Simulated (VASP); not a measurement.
# Sn3PN (Pm-3m) in VASP: single point with PBE

Aim: the single point of Sn3PN with PBE.

All numbers are computed with VASP 6.6.1; they aren't measurements. Logs are shortened: lines on timing, memory, paths and dates and some standing lists are left out, and cuts for length are marked.

### Step 1. The cell of the first run

Symmetry: Pm-3m, No. 221, cubic system. Conventional cell: a = 4.555 Å, b = 4.555 Å, c = 4.555 Å, α = 90.00°, β = 90.00°, γ = 90.00°. Within 3.0 Å of Sn (site symmetry 4/mmm) lie 2 N at 2.28 Å. P (site symmetry m-3m) has 12 Sn at 3.22 Å and 8 N at 3.94 Å within 4.2 Å. N (site symmetry m-3m) has 6 Sn at 2.28 Å within 3.0 Å.

The cell was built from a structure type or drawn by symmetry, and may not be a known phase.

### Step 2. Single point, PBE

Contents of INCAR:

```
SYSTEM = Sn3PN
ALGO = Normal ; EDIFF = 1E-6
ENCUT = 520 ; GGA = PE
ISIF = 2 ; ISMEAR = 0
LASPH = .TRUE. ; LCHARG = .FALSE.
LREAL = .FALSE. ; LWAVE = .FALSE.
NBANDS = 34 ; NELM = 80
PREC = Accurate ; SIGMA = 0.1
```

Contents of KPOINTS:

```
k-points
0
G
  4 4 4
  0 0 0
```

Contents of POSCAR:

```
Sn3PN
1.0
    4.5550554200      0.0000000000      0.0000000000
    0.0000000000      4.5550554200      0.0000000000
    0.0000000000      0.0000000000      4.5550554200
Sn P N
3 1 1
Direct
    0.5000000000      0.0000000000      0.0000000000
    0.0000000000      0.5000000000      0.0000000000
    0.0000000000      0.0000000000      0.5000000000
    0.5000000000      0.5000000000      0.5000000000
    0.0000000000      0.0000000000      0.0000000000
```

Potentials or basis: VASP PAW PBE potentials, release 64 (Sn_d, P, N).

The run is started by

```
$ cat potpaw_PBE.64/Sn_d/POTCAR potpaw_PBE.64/P/POTCAR potpaw_PBE.64/N/POTCAR > POTCAR
$ mpirun -np 1 vasp_std > vasp.out
```

OUTCAR:

```text
SYSTEM = Sn3PN
   EDIFF = 1E-6
   ENCUT = 520
   GGA = PE
   ISIF = 2
   ISMEAR = 0
   LASPH = .TRUE.
   LREAL = .FALSE.
   NELM = 80
   PREC = Accurate

 ion  position               nearest neighbor table
   1  0.500  0.000  0.000-   5 2.28   5 2.28   4 3.22   2 3.22   3 3.22   4 3.22   2 3.22   4 3.22
                             4 3.22   2 3.22   3 3.22   3 3.22   3 3.22   2 3.22
   2  0.000  0.500  0.000-   5 2.28   5 2.28   4 3.22   1 3.22   3 3.22   4 3.22   1 3.22   3 3.22
                             3 3.22   3 3.22   1 3.22   4 3.22   4 3.22   1 3.22
   3  0.000  0.000  0.500-   5 2.28   5 2.28   4 3.22   1 3.22   1 3.22   2 3.22   2 3.22   2 3.22
                             4 3.22   2 3.22   1 3.22   4 3.22   1 3.22   4 3.22
   4  0.500  0.500  0.500-   1 3.22   2 3.22   3 3.22   1 3.22   2 3.22   1 3.22   3 3.22   1 3.22
                             2 3.22   3 3.22   2 3.22   3 3.22
   5  0.000  0.000  0.000-   1 2.28   2 2.28   3 2.28   3 2.28   2 2.28   1 2.28

  LATTYP: Found a simple cubic cell.
 ALAT       =     4.5550554200

  Lattice vectors:

 A1 = (   4.5550554200,   0.0000000000,   0.0000000000)
 A2 = (   0.0000000000,   4.5550554200,   0.0000000000)
 A3 = (   0.0000000000,   0.0000000000,   4.5550554200)

Analysis of symmetry for initial positions (statically):
=====================================================================
 Subroutine PRICEL returns:
 Original cell was already a primitive cell.

 Routine SETGRP: Setting up the symmetry group for a
 simple cubic supercell.

 Subroutine GETGRP returns: Found 48 space group operations
 (whereof 48 operations were pure point group operations)
 out of a pool of 48 trial point group operations.

The static configuration has the point symmetry O_h .

Analysis of symmetry for dynamics (positions and initial velocities):
=====================================================================
 Subroutine PRICEL returns:
 Original cell was already a primitive cell.

 Routine SETGRP: Setting up the symmetry group for a
 simple cubic supercell.

 Subroutine GETGRP returns: Found 48 space group operations
 (whereof 48 operations were pure point group operations)
 out of a pool of 48 trial point group operations.

The dynamic configuration has the point symmetry O_h .

 Subroutine INISYM returns: Found 48 space group operations
 (whereof 48 operations are pure point group operations),
 and found     1 'primitive' translations

----------------------------------------------------------------------------------------
[... 86 lines left out ...]
   EDIFFG = 0.1E-04   stopping-criterion for IOM
   NSW    =      0    number of steps for IOM
   IBRION =     -1    ionic relax: 0-MD 1-quasi-New 2-CG
   NFREE  =      0    steps in history (QN), initial steepest desc. (CG)
   ISIF   =      2    stress and relaxation
   ISYM   =      2    0-nonsym 1-usesym 2-fastsym
   POTIM  = 0.5000    time-step for ionic-motion
   TEBEG  =    0.0;   TEEND  =   0.0 temperature during run
   PSTRESS=    0.0 pullay stress
   NELECT =      52.0000    total number of electrons
   NUPDOWN=      -1.0000    fix difference up-down
   EMIN   =  10.00;   EMAX   =-10.00  energy-range for DOS
   EFERMI =   0.00;   METHOD = LEGACY
   ISMEAR =     0;   SIGMA  =   0.10  broadening in eV -4-tet -1-fermi 0-gaus
   EFERMI_NEDOS =   21; number of points for ismear=-14 and -15
   IALGO  =     38    algorithm
   IMIX   =      4    mixing-type and parameters
     AMIX     =   0.40;   BMIX     =  1.00
     AMIX_MAG =   1.60;   BMIX_MAG =  1.00
  volume/ion in A,a.u.               =      18.90       127.56
  Fermi-wavevector in a.u.,A,eV,Ry     =   1.341474  2.535018 24.484400  1.799553
  Thomas-Fermi vector in A             =   2.469705
   LORBIT       =      0    0 simple, 1 ext, 2 COOP (PROOUT), +10 PAW based schemes
   GGA     = PE    functional components
   LHFCALC =     F    Hartree Fock is set to
   AEXX    =    0.0000 exact exchange contribution
   IVDW    =     0    specifies the selected vdW correction
   LEPSILON=     F    determine dielectric tensor
   LRPA    =     F    only Hartree local field effects (RPA)
 non-spin polarized calculation
 Gauss-broadening in eV      SIGMA  =   0.10
  energy-cutoff  :      520.00
  volume of cell :       94.51
 maximum number of plane-waves:      2560
 NGX is ok and might be reduce to    36
   NGX = 17   NGY = 17   NGZ = 17

 number of electron      52.0000044 magnetization

 Free energy of the ion-electron system (eV)
  ---------------------------------------------------
  ext. energy  EPLUGINS =         0.00000000
  ---------------------------------------------------
  free energy    TOTEN  =       -21.92346972 eV

  energy without entropy =      -21.91478940  energy(sigma->0) =      -21.91912956

 E-fermi :   9.3799     XC(G=0): -11.0530

 val. band max:        9.2818917107   @ k =   0.5000   0.5000   0.2500
 cond. band min:       9.4383273385   @ k =   0.5000   0.5000   0.5000
 fundamental gap:      0.1564356278
 Fermi energy:         9.3798716245

 k-point     1 :       0.0000    0.0000    0.0000
  band No.  band energies     occupation
      1     -12.8628      2.00000
      2     -12.5426      2.00000
      3     -12.5426      2.00000
      4     -12.5426      2.00000
      5     -12.4442      2.00000
      6     -12.4442      2.00000
[... 359 lines left out ...]
     33      16.3663      0.00000
     34      16.3663      0.00000

------------------------ aborting loop because EDIFF is reached ----------------------------------------

  FORCE on cell =-STRESS in cart. coord.  units (eV):
  Direction    XX          YY          ZZ          XY          YZ          ZX
  --------------------------------------------------------------------------------------
  -------------------------------------------------------------------------------------
  Total        7.2223752      7.2223752      7.2223752      0.0000000     -0.0000000      0.0000000
  in kB      122.4361416    122.4361416    122.4361416      0.0000000     -0.0000000      0.0000000
  external PRESSURE =     122.4361416 kB  Pullay stress =       0.0000000 kB

 VOLUME and BASIS-vectors are now :
 -----------------------------------------------------------------------------
  energy-cutoff  :      520.00
  volume of cell :       94.51
      direct lattice vectors                 reciprocal lattice vectors
     4.555055420  0.000000000  0.000000000     0.219536297  0.000000000  0.000000000
     0.000000000  4.555055420  0.000000000     0.000000000  0.219536297  0.000000000
     0.000000000  0.000000000  4.555055420     0.000000000  0.000000000  0.219536297

 POSITION                                       TOTAL-FORCE (eV/Angst)
 -----------------------------------------------------------------------------------
      2.27753      0.00000      0.00000         0.000000      0.000000      0.000000
      0.00000      2.27753      0.00000         0.000000      0.000000      0.000000
      0.00000      0.00000      2.27753         0.000000      0.000000      0.000000
      2.27753      2.27753      2.27753         0.000000      0.000000      0.000000
      0.00000      0.00000      0.00000         0.000000      0.000000      0.000000
 -----------------------------------------------------------------------------------
    total drift:                                0.000000      0.000000     -0.000000

  FREE ENERGIE OF THE ION-ELECTRON SYSTEM (eV)
  ---------------------------------------------------
  free  energy   TOTEN  =       -21.9234697154 eV

  energy  without entropy=      -21.9147894013  energy(sigma->0) =      -21.91912956
```

stdout:

```text
POSCAR found type information on POSCAR SnP N
 POSCAR found :  3 types and       5 ions
 scaLAPACK will be used
 LDA part: xc-table for (Slater+PW92), standard interpolation
 POSCAR, INCAR and KPOINTS ok, starting setup
 FFT: planning ... GRIDC
 FFT: planning ... GRID_SOFT
 FFT: planning ... GRID
 WAVECAR not read
 entering main loop
```

Wall time 15 s (1 thread of Intel Xeon Platinum 8559C (Emerald Rapids), shared host); peak memory 0.21 GiB.

Results:

* Free energy: -21.9235 eV
* Pressure: 12.2 GPa
* Band gap on the k mesh: zero (bands 26 and 27 overlap by 0.27 eV)

Caveat: the cell stands under pressure; spin-orbit coupling is left out, which moves the levels of the heavy elements.
